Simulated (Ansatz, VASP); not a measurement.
One calculation of Ga2O3, two programs

Contents of POSCAR:

```
Ga2O3
1.0
    2.4922617722      1.4389080051      4.5702516696
   -2.4922617722      1.4389080051      4.5702516696
    0.0000000000     -2.8778160102      4.5702516696
Ga O
4 6
Direct
    0.8547071878      0.8547071878      0.8547071878
    0.6452928122      0.6452928122      0.6452928122
    0.1452928122      0.1452928122      0.1452928122
    0.3547071878      0.3547071878      0.3547071878
    0.7500000000      0.4460659207      0.0539340793
    0.4460659207      0.0539340793      0.7500000000
    0.0539340793      0.7500000000      0.4460659207
    0.2500000000      0.5539340793      0.9460659207
    0.9460659207      0.2500000000      0.5539340793
    0.5539340793      0.9460659207      0.2500000000
```

File INCAR.step1:

```
PREC     = Accurate       # precision mode
ENCUT    = 520            # plane-wave cutoff, eV
ISMEAR   = 0              # smearing method
SIGMA    = 0.01           # smearing width, eV
LREAL    = False          # projectors in reciprocal space
LASPH    = True           # aspherical terms in the spheres
NELM     = 60             # most SCF steps
NBANDS   = 55             # bands
GGA      = PE             # functional
ALGO     = Normal         # electronic algorithm
EDIFF    = 1E-4           # SCF threshold, eV
LWAVE    = True           # write WAVECAR
LCHARG   = False          # write CHGCAR
```

File INCAR.step2:

```
PREC     = Accurate       # precision mode
ENCUT    = 520            # plane-wave cutoff, eV
EDIFF    = 1E-6           # SCF threshold, eV
ISMEAR   = 0              # smearing method
SIGMA    = 0.01           # smearing width, eV
LREAL    = False          # projectors in reciprocal space
LASPH    = True           # aspherical terms in the spheres
NELM     = 60             # most SCF steps
ALGO     = Normal         # electronic algorithm
ISIF     = 2              # what is computed and relaxed
LWAVE    = False          # write WAVECAR
LCHARG   = False          # write CHGCAR
METAGGA  = R2SCAN         # meta-GGA
LMIXTAU  = True         
NBANDS   = 55             # bands
ISTART   = 1
```

Contents of KPOINTS:

```
regular mesh
0
Gamma
  6 6 6
```

Input for Ansatz:

```yaml
crystal:
  lattice:
    - [2.4922617722, 1.4389080051, 4.5702516696]
    - [-2.4922617722, 1.4389080051, 4.5702516696]
    - [0.0, -2.8778160102, 4.5702516696]
  atoms:
    - { symbol: Ga, position: [0.8547071878, 0.8547071878, 0.8547071878] }
    - { symbol: Ga, position: [0.6452928122, 0.6452928122, 0.6452928122] }
    - { symbol: Ga, position: [0.1452928122, 0.1452928122, 0.1452928122] }
    - { symbol: Ga, position: [0.3547071878, 0.3547071878, 0.3547071878] }
    - { symbol: O, position: [0.75, 0.4460659207, 0.0539340793] }
    - { symbol: O, position: [0.4460659207, 0.0539340793, 0.75] }
    - { symbol: O, position: [0.0539340793, 0.75, 0.4460659207] }
    - { symbol: O, position: [0.25, 0.5539340793, 0.9460659207] }
    - { symbol: O, position: [0.9460659207, 0.25, 0.5539340793] }
    - { symbol: O, position: [0.5539340793, 0.9460659207, 0.25] }
kpoints:
  mp_grid: { grid: [6, 6, 6] }
  band_path:
    path:
      - [0.0, 0.0, 0.0]
      - [0.5, 0.5, 0.5]
      - [0.7645798177, 0.2354201823, 0.5]
      - [0.5, -0.2354201823, 0.2354201823]
      - [0.5, 0.0, 0.0]
      - [0.3677100911, -0.3677100911, 0.0]
      - [0.6322899089, 0.0, 0.3677100911]
      - [0.5, 0.0, 0.5]
      - [0.0, 0.161458, -0.161458]
    npoints: 1
hamiltonian:
  xc: r2scan
scf:
  occupations: { method: fixed }
  n_extra_bands: 6
output:
  forces: true
  stress: true
  eigenvalues: true
  write_density: true
  write_potential: true
  elf: true
  volumetric_format: npy
```

Change from the starting cell: uniaxial_z strain +2.0%.

Alike in both runs: task single point; functional r2SCAN; k mesh 6 × 6 × 6; no spin polarisation.

|  | VASP | Ansatz |
| --- | --- | --- |
| version | VASP 6.6.1 | Ansatz 0.2.0 |
| potentials or method | VASP PAW PBE potentials, release 64 (Ga_d, O) | plane waves, PAW |
| plane-wave cutoff (eV) | 520 | 500 |
| occupations | gaussian, width 0.01 eV | fixed |
| valence electrons in the cell | 88 | 88 |

VASP gave:

```
gap on the k mesh at the Fermi level (eV)                     : 3.33
pressure (GPa)                                                : -2.4
traceless stress, the component that is largest in VASP (GPa) : -3.57
rms of the force components (eV/Å)                            : 0.025
```

**Question.** Which values does Ansatz return?

**Answer.** gap on the k mesh at the Fermi level (eV): 3.34; pressure (GPa): -4.1; traceless stress, the component that is largest in VASP (GPa): -3.18; rms of the force components (eV/Å): 0.000.

VASP's potentials were made for PBE, not for r2SCAN. Atom by atom the forces differ by 0.025 eV/Å (rms over components).
